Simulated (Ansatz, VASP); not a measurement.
One calculation of Na2S, two programs

INCAR

```
PREC     = Accurate       # precision mode
ENCUT    = 400            # plane-wave cutoff, eV
EDIFF    = 1E-8           # SCF threshold, eV
ISMEAR   = -1             # smearing method
SIGMA    = 0.02           # smearing width, eV
LREAL    = False          # projectors in reciprocal space
LASPH    = True           # aspherical terms in the spheres
NELM     = 120            # most SCF steps
ALGO     = Normal         # electronic algorithm
ISIF     = 2              # what is computed and relaxed
LWAVE    = False          # write WAVECAR
LCHARG   = False          # write CHGCAR
GGA      = PS             # functional
LEFG     = True         
NBANDS   = 17             # bands
GGA_COMPAT= False
```

Contents of KPOINTS:

```
regular mesh
0
Gamma
  8 8 8
```

File POSCAR:

```
Na2S
1.0
    0.0000000000      3.2411000113      3.2411000113
    3.2411000113      0.0000000000      3.2411000113
    3.2411000113      3.2411000113      0.0000000000
Na S
2 1
Direct
    0.2500000000      0.2500000000      0.2500000000
    0.7500000000      0.7500000000      0.7500000000
    0.0000000000      0.0000000000      0.0000000000
```

Input for Ansatz:

```yaml
crystal:
  lattice:
    - [0.0, 3.2411000113, 3.2411000113]
    - [3.2411000113, 0.0, 3.2411000113]
    - [3.2411000113, 3.2411000113, 0.0]
  atoms:
    - { symbol: Na, position: [0.25, 0.25, 0.25] }
    - { symbol: Na, position: [0.75, 0.75, 0.75] }
    - { symbol: S, position: [0.0, 0.0, 0.0] }
kpoints:
  mp_grid: { grid: [8, 8, 8] }
scf:
  occupations: { method: fermi_dirac, width: 0.02 }
hamiltonian:
  xc: pbesol
  pseudopotentials: { kind: all_electron, datasets: crystal }
output:
  forces: true
  stress: true
  eigenvalues: true
  efg: { contact_densities: true }
```

Change from the starting cell: volume scaled by 0.98, crystal datasets.

Alike in both runs: task electric field gradients; functional PBEsol; k mesh 8 × 8 × 8; occupations fermi-dirac, width 0.02 eV; no spin polarisation.

|  | VASP | Ansatz |
| --- | --- | --- |
| version | VASP 6.6.1 | Ansatz 0.2.0 |
| potentials or method | VASP PAW PBE potentials, release 64 (Na_pv, S), cutoff 400 eV | all-electron PAW with datasets made for the crystal, scalar-relativistic |

```csv
,VASP,Ansatz,Ansatz less VASP
gap on the k mesh at the Fermi level (eV),2.45,2.46,+0.006
pressure (GPa),0.1,0.3,+0.16
```

VASP's potentials were made for PBE, not for PBEsol. Ansatz ran all-electron here, and VASP with PAW potentials.
